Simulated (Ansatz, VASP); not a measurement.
**LiCl: VASP beside Ansatz**

The input POSCAR:

```
LiCl
1.0
    0.0000000000      2.7330425439      2.7330425439
    2.6603436122      0.0000000000      2.7330425439
    2.6603436122      2.7330425439      0.0000000000
Li Cl
1 1
Direct
    0.0000000000      0.0000000000      0.0000000000
    0.2500000000      0.2500000000      0.2500000000
```

INCAR.step1

```
SYSTEM = LiCl
  ALGO = Normal
  EDIFF = 1E-5
  ENCUT = 520
  GGA = PE
  ISIF = 2
  ISMEAR = 0
  LASPH = .True.
  LCHARG = .False.
  LREAL = .False.
  LWAVE = .True.
  NBANDS = 12
  NELM = 100
  PREC = Accurate
  SIGMA = 0.01
```

Contents of INCAR.step2:

```
SYSTEM = LiCl
  ALGO = Normal
  EDIFF = 1E-6
  ENCUT = 520
  GGA = PE
  HFSCREEN = 0.2079
  ISIF = 2
  ISMEAR = 0
  ISTART = 1
  LASPH = .True.
  LCHARG = .False.
  LHFCALC = .True.
  LREAL = .False.
  LWAVE = .False.
  NBANDS = 12
  NELM = 100
  PREC = Accurate
  PRECFOCK = Normal
  SIGMA = 0.01
```

The input KPOINTS:

```
k-points
0
Gamma
  6 6 6
  0 0 0
```

Input for Ansatz:

```yaml
crystal:
  lattice:
    - [0.0, 2.7330425439, 2.7330425439]
    - [2.6603436122, 0.0, 2.7330425439]
    - [2.6603436122, 2.7330425439, 0.0]
  atoms:
    - { symbol: Li, position: [0.0, 0.0, 0.0] }
    - { symbol: Cl, position: [0.25, 0.25, 0.25] }
kpoints:
  mp_grid: { grid: [6, 6, 6] }
  band_path:
    path:
      - [0.0, 0.0, 0.0]
      - [-0.5, -0.5, 0.0]
      - [-0.375, -0.375, 0.25]
      - [-0.375, 0.0, 0.375]
      - [0.0, 0.0, 0.5]
      - [-0.5, -0.25, 0.25]
    npoints: 1
hamiltonian:
  xc: hse06
scf:
  occupations: { method: fixed }
  n_extra_bands: 4
output:
  forces: true
  stress: true
  eigenvalues: true
```

Change from the starting cell: uniaxial_x strain -2.7%.

Alike in both runs: task single point; functional HSE06; k mesh 6 × 6 × 6; no spin polarisation.

```csv
,VASP,Ansatz
version,VASP 6.6.1,Ansatz 0.2.0
potentials or method,"VASP PAW PBE potentials, release 64 (Li_sv, Cl)","plane waves, PAW"
plane-wave cutoff (eV),520,420
occupations,"gaussian, width 0.01 eV",fixed
valence electrons in the cell,10,10
```

```csv
,VASP,Ansatz,Ansatz less VASP
gap on the k mesh at the Fermi level (eV),7.45,7.45,+0.001
```

Ansatz's warnings: stress exchange threshold loose, stress scf threshold loose.

Noted on VASP's run: the cutoff is under 1.25 times that of the potentials, so the pressure is a little rough.
